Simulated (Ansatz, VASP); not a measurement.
Sn in VASP and in Ansatz

```
Sn
1.0
    -1.91373    1.91373    1.91373
     1.91373   -1.91373    1.91373
     1.91373    1.91373   -1.91373
Sn
1
Direct
  0.00000 0.00000 0.00000
```

Alike in both runs: task relaxation of cell and atoms; functional revPBE; k mesh 12 × 12 × 12; occupations fermi-dirac, width 0.1 eV; no spin polarisation.

|  | VASP | Ansatz |
| --- | --- | --- |
| version | VASP 6.6.1 | Ansatz 0.2.0 |
| potentials or method | VASP PAW PBE potentials, release 64 (Sn_d), cutoff 600 eV | plane waves (420 eV) with PAW, scalar-relativistic |
| valence electrons in the cell | 14 | 14 |

VASP gave:

```
relaxed volume (Å³/atom)                                     : 28.17
relaxed cell length with the largest relative difference (Å) : 3.320
```

Q: What did Ansatz give for the same quantities?

A: Relaxed volume (Å³/atom): 28.18; relaxed cell length with the largest relative difference (Å): 3.320.

VASP's potentials were made for PBE, not for revPBE.
